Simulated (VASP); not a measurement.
# ReSb (zincblende type) (F-43m) in VASP: notebook, part 2 of 2

VASP 6.6.1.

## Step 4: Single point, PBE (22.98 Å³/atom)

This run uses another cell than the first one, of 22.98 Å³/atom.

INCAR reads:

```
SYSTEM = ReSb
  ALGO = Normal
  EDIFF = 1E-6
  ENCUT = 520
  GGA = PE
  ISIF = 2
  ISMEAR = -1
  LASPH = .TRUE.
  LCHARG = .FALSE.
  LREAL = .FALSE.
  LWAVE = .FALSE.
  NBANDS = 13
  NELM = 80
  PREC = Accurate
  SIGMA = 0.08
```

KPOINTS reads:

```
k-points
0
G
  12 12 12
  0 0 0
```

POSCAR reads:

```
ReSb
1.0
    0.0000000000      2.8431284559      2.8431284559
    2.8431284559      0.0000000000      2.8431284559
    2.8431284559      2.8431284559      0.0000000000
Re Sb
1 1
Direct
    0.0000000000      0.0000000000      0.0000000000
    0.2500000000      0.2500000000      0.2500000000
```

Potentials or basis: VASP PAW PBE potentials, release 64 (Re, Sb).

Started as:

```console
> cat potpaw_PBE.64/Re/POTCAR potpaw_PBE.64/Sb/POTCAR > POTCAR
> mpirun -np 1 vasp_std > vasp.out
```

OUTCAR:

```text
SYSTEM = ReSb
   EDIFF = 1E-6
   ENCUT = 520
   GGA = PE
   ISIF = 2
   ISMEAR = -1
   LASPH = .TRUE.
   LREAL = .FALSE.
   NELM = 80
   PREC = Accurate

 ion  position               nearest neighbor table
   1  0.000  0.000  0.000-   2 2.46   2 2.46   2 2.46   2 2.46
   2  0.250  0.250  0.250-   1 2.46   1 2.46   1 2.46   1 2.46

  LATTYP: Found a face centered cubic cell.
 ALAT       =     5.6862569118

  Lattice vectors:

 A1 = (   0.0000000000,   2.8431284559,   2.8431284559)
 A2 = (   2.8431284559,   0.0000000000,   2.8431284559)
 A3 = (   2.8431284559,   2.8431284559,   0.0000000000)

Analysis of symmetry for initial positions (statically):
=====================================================================
 Subroutine PRICEL returns:
 Original cell was already a primitive cell.

 Routine SETGRP: Setting up the symmetry group for a
 face centered cubic supercell.

 Subroutine GETGRP returns: Found 24 space group operations
 (whereof 24 operations were pure point group operations)
 out of a pool of 48 trial point group operations.

The static configuration has the point symmetry T_d .

Analysis of symmetry for dynamics (positions and initial velocities):
=====================================================================
 Subroutine PRICEL returns:
 Original cell was already a primitive cell.

 Routine SETGRP: Setting up the symmetry group for a
 face centered cubic supercell.

 Subroutine GETGRP returns: Found 24 space group operations
 (whereof 24 operations were pure point group operations)
 out of a pool of 48 trial point group operations.

The dynamic configuration has the point symmetry T_d .

 Subroutine INISYM returns: Found 24 space group operations
 (whereof 24 operations are pure point group operations),
 and found     1 'primitive' translations

----------------------------------------------------------------------------------------

                                     Primitive cell

  volume of cell :      45.9642

  direct lattice vectors                    reciprocal lattice vectors
     0.000000000  2.843128456  2.843128456    -0.175862613  0.175862613  0.175862613
     2.843128456  0.000000000  2.843128456     0.175862613 -0.175862613  0.175862613
     2.843128456  2.843128456  0.000000000     0.175862613  0.175862613 -0.175862613

  length of vectors
     4.020790822  4.020790822  4.020790822     0.304602981  0.304602981  0.304602981

  position of ions in fractional coordinates (direct lattice)
     0.000000000  0.000000000  0.000000000
     0.250000000  0.250000000  0.250000000

  ion indices of the primitive-cell ions
   primitive index   ion index
                 1           1
                 2           2

----------------------------------------------------------------------------------------

 KPOINTS: k-points

Automatic generation of k-mesh.
 Grid dimensions read from file:
 generate k-points for:   12   12   12

 Generating k-lattice:

  Cartesian coordinates                     Fractional coordinates (reciprocal lattice)
    -0.014655218  0.014655218  0.014655218     0.083333333  0.000000000  0.000000000
     0.014655218 -0.014655218  0.014655218     0.000000000  0.083333333  0.000000000
[... 41 lines left out ...]
   number of dos      NEDOS =    301   number of ions     NIONS =      2
   total plane-waves  NPLWV =  27000
   dimension x,y,z NGX =    30 NGY =   30 NGZ =   30
   dimension x,y,z NGXF=    60 NGYF=   60 NGZF=   60
   ions per type =               1   1
   NGX,Y,Z   is equivalent  to a cutoff of  12.40, 12.40, 12.40 a.u.
   NGXF,Y,Z  is equivalent  to a cutoff of  24.81, 24.81, 24.81 a.u.
 SYSTEM =  ReSb
   PREC   = accura    normal or accurate (medium, high low for compatibility)
   ISTART =      0    job   : 0-new  1-cont  2-samecut
   ICHARG =      2    charge: 1-file 2-atom 10-const
   ISPIN  =      1    spin polarized calculation?
   LNONCOLLINEAR =      F non collinear calculations
   LSORBIT =      F    spin-orbit coupling
   LASPH  =      T    aspherical Exc in radial PAW
   ENCUT  =  520.0 eV  38.22 Ry    6.18 a.u.   7.48  7.48  7.48*2*pi/ulx,y,z
   NELM   =     80;   NELMIN=  2; NELMDL= -5     # of ELM steps
   EDIFF  = 0.1E-05   stopping-criterion for ELM
   LREAL  =      F    real-space projection
   EDIFFG = 0.1E-04   stopping-criterion for IOM
   NSW    =      0    number of steps for IOM
   IBRION =     -1    ionic relax: 0-MD 1-quasi-New 2-CG
   NFREE  =      0    steps in history (QN), initial steepest desc. (CG)
   ISIF   =      2    stress and relaxation
   ISYM   =      2    0-nonsym 1-usesym 2-fastsym
   POTIM  = 0.5000    time-step for ionic-motion
   TEBEG  =    0.0;   TEEND  =   0.0 temperature during run
   PSTRESS=    0.0 pullay stress
   NELECT =      12.0000    total number of electrons
   NUPDOWN=      -1.0000    fix difference up-down
   EMIN   =  10.00;   EMAX   =-10.00  energy-range for DOS
   EFERMI =   0.00;   METHOD = LEGACY
   ISMEAR =    -1;   SIGMA  =   0.08  broadening in eV -4-tet -1-fermi 0-gaus
   EFERMI_NEDOS =   21; number of points for ismear=-14 and -15
   IALGO  =     38    algorithm
   IMIX   =      4    mixing-type and parameters
     AMIX     =   0.40;   BMIX     =  1.00
     AMIX_MAG =   1.60;   BMIX_MAG =  1.00
  volume/ion in A,a.u.               =      22.98       155.09
  Fermi-wavevector in a.u.,A,eV,Ry     =   1.046314  1.977247 14.895295  1.094773
  Thomas-Fermi vector in A             =   2.181147
   LORBIT       =      0    0 simple, 1 ext, 2 COOP (PROOUT), +10 PAW based schemes
   GGA     = PE    functional components
   LHFCALC =     F    Hartree Fock is set to
   AEXX    =    0.0000 exact exchange contribution
   IVDW    =     0    specifies the selected vdW correction
   LEPSILON=     F    determine dielectric tensor
   LRPA    =     F    only Hartree local field effects (RPA)
 non-spin polarized calculation
  energy-cutoff  :      520.00
  volume of cell :       45.96
 maximum number of plane-waves:      1258
 NGX is ok and might be reduce to    30
   NGX = 15   NGY = 15   NGZ = 15

 number of electron      12.0000000 magnetization

 Free energy of the ion-electron system (eV)
  ---------------------------------------------------
  ext. energy  EPLUGINS =         0.00000000
  ---------------------------------------------------
  free energy    TOTEN  =       -13.05163757 eV

  energy without entropy =      -12.98273757  energy(sigma->0) =      -13.01718757

 E-fermi :   6.3591     XC(G=0): -10.6867

 val. band max:        6.3550467154   @ k =  -0.3333   0.5000   0.1667
 cond. band min:       6.3599886560   @ k =  -0.2500   0.5000   0.2500
 fundamental gap:      0.0049419406
 Fermi energy:         6.3590676128

 k-point     1 :       0.0000    0.0000    0.0000
  band No.  band energies     occupation
      1      -5.0451      2.00000
      2       3.0170      2.00000
      3       3.0170      2.00000
      4       3.0170      2.00000
      5       5.9338      1.99022
      6       5.9338      1.99022
      7      11.1448      0.00000
      8      13.4041      0.00000
      9      13.4041      0.00000
     10      13.4041      0.00000
     11      14.5051      0.00000
     12      14.5051      0.00000
     13      14.5051      0.00000
[... 354 lines left out ...]
  band No.  band energies     occupation
      1      -3.2198      2.00000
      2       1.8533      2.00000
      3       3.0420      2.00000
      4       3.6155      2.00000
      5       5.8383      1.99702
      6       6.0362      1.96526
      7       6.6006      0.09316
      8       9.1979      0.00000
      9      10.0401      0.00000
     10      12.7158      0.00000
     11      15.7429      0.00000
     12      16.6421      0.00000
     13      18.1624      0.00000

 [... further k-points ...]

------------------------ aborting loop because EDIFF is reached ----------------------------------------

  FORCE on cell =-STRESS in cart. coord.  units (eV):
  Direction    XX          YY          ZZ          XY          YZ          ZX
  --------------------------------------------------------------------------------------
  -------------------------------------------------------------------------------------
  Total        7.1947083      7.1947083      7.1947083      0.0000000     -0.0000000      0.0000000
  in kB      250.7866028    250.7866028    250.7866028      0.0000000     -0.0000000      0.0000000
  external PRESSURE =     250.7866028 kB  Pullay stress =       0.0000000 kB

 VOLUME and BASIS-vectors are now :
 -----------------------------------------------------------------------------
  energy-cutoff  :      520.00
  volume of cell :       45.96
      direct lattice vectors                 reciprocal lattice vectors
     0.000000000  2.843128456  2.843128456    -0.175862613  0.175862613  0.175862613
     2.843128456  0.000000000  2.843128456     0.175862613 -0.175862613  0.175862613
     2.843128456  2.843128456  0.000000000     0.175862613  0.175862613 -0.175862613

 POSITION                                       TOTAL-FORCE (eV/Angst)
 -----------------------------------------------------------------------------------
      0.00000      0.00000      0.00000        -0.000000      0.000000      0.000000
      1.42156      1.42156      1.42156         0.000000     -0.000000     -0.000000
 -----------------------------------------------------------------------------------
    total drift:                               -0.000000     -0.000000     -0.000000

  FREE ENERGIE OF THE ION-ELECTRON SYSTEM (eV)
  ---------------------------------------------------
  free  energy   TOTEN  =       -13.0516375701 eV

  energy  without entropy=      -12.9827375673  energy(sigma->0) =      -13.01718757
```

OSZICAR:

```text
N       E                     dE             d eps       ncg     rms          rms(c)
DAV:   1     0.367588073521E+02    0.36759E+02   -0.50650E+03  2933   0.885E+02
DAV:   2    -0.119261825859E+02   -0.48685E+02   -0.46131E+02  3120   0.181E+02
DAV:   3    -0.132878039960E+02   -0.13616E+01   -0.13529E+01  2543   0.343E+01
DAV:   4    -0.132960897356E+02   -0.82857E-02   -0.82739E-02  3003   0.231E+00
DAV:   5    -0.132964181945E+02   -0.32846E-03   -0.32845E-03  2680   0.492E-01    0.217E+01
DAV:   6    -0.130994606718E+02    0.19696E+00   -0.60790E-01  3158   0.148E+01    0.967E+00
DAV:   7    -0.130582006633E+02    0.41260E-01   -0.73860E-02  3118   0.483E+00    0.486E+00
DAV:   8    -0.130518344388E+02    0.63662E-02   -0.15281E-02  3153   0.189E+00    0.231E-01
DAV:   9    -0.130516042119E+02    0.23023E-03   -0.82439E-04  3028   0.465E-01    0.129E-01
DAV:  10    -0.130516230478E+02   -0.18836E-04   -0.53272E-05  2646   0.592E-02    0.638E-02
DAV:  11    -0.130516372945E+02   -0.14247E-04   -0.16960E-05  2747   0.283E-02    0.104E-02
DAV:  12    -0.130516375701E+02   -0.27555E-06   -0.12696E-06  2150   0.171E-02
   1 F= -.13051638E+02 E0= -.13017188E+02  d E =-.689000E-01
```

Run time: 91 s. Hardware: 1 thread of Intel Xeon 8259CL, shared host; peak memory 0.2 GiB.

What came out:

```
Free energy            : -13.0516 eV
Pressure               : 25.1 GPa
Band gap on the k mesh : zero (bands 6 and 7 overlap by 0.03 eV)
```

Levels at points of the mesh, in eV from the Fermi level:
| k point | band 4 | band 5 | band 6 | band 7 | band 8 | band 9 |
| --- | --- | --- | --- | --- | --- | --- |
| (0.00, 0.00, 0.00) | -3.34 | -0.43 | -0.43 | 4.79 | 7.05 | 7.05 |
| (0.50, 0.00, 0.00) | -2.95 | -0.14 | -0.14 | -0.05 | 3.93 | 3.93 |
| (0.50, 0.50, 0.00) | -1.72 | -1.34 | -0.10 | 0.01 | 1.06 | 1.06 |

Caveat: the cell stands under pressure; spin-orbit coupling is left out, which moves the levels of the heavy elements.
